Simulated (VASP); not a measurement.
Input of a VASP 6.6.1 run:

Contents of INCAR:

```
SYSTEM = V
  PREC = Accurate
  ENCUT = 520
  EDIFF = 1E-6
  ISMEAR = -1
  SIGMA = 0.08
  LREAL = .FALSE.
  LASPH = .TRUE.
  NELM = 60
  ALGO = Normal
  ISIF = 2
  LWAVE = .FALSE.
  LCHARG = .TRUE.
  GGA = PE
  LELF = .TRUE.
  LVHAR = .TRUE.
  NBANDS = 20
```

File KPOINTS:

```
regular mesh
0
G
  14 14 14
  0 0 0
```

POSCAR

```
V
1.0
    0.0000000000      2.6533235747      2.6533235747
    2.6533235747      0.0000000000      2.6533235747
    2.6533235747      2.6533235747      0.0000000000
V
2
Direct
   -0.1250000000     -0.1250000000     -0.1250000000
    0.1250000000      0.1250000000      0.1250000000
```

Potentials or basis: VASP PAW PBE potentials, release 64 (V_sv).

Launch:

```console
$ cat potpaw_PBE.64/V_sv/POTCAR > POTCAR
$ mpirun -np 1 vasp_std > vasp.out
```

(1) Estimate the pressure.

(2) Estimate the band gap on the k mesh.

Answers

(1) 0.4 GPa.

(2) zero (band 13 reaches 6.57 eV, above the bottom of band 14 at 5.63 eV).
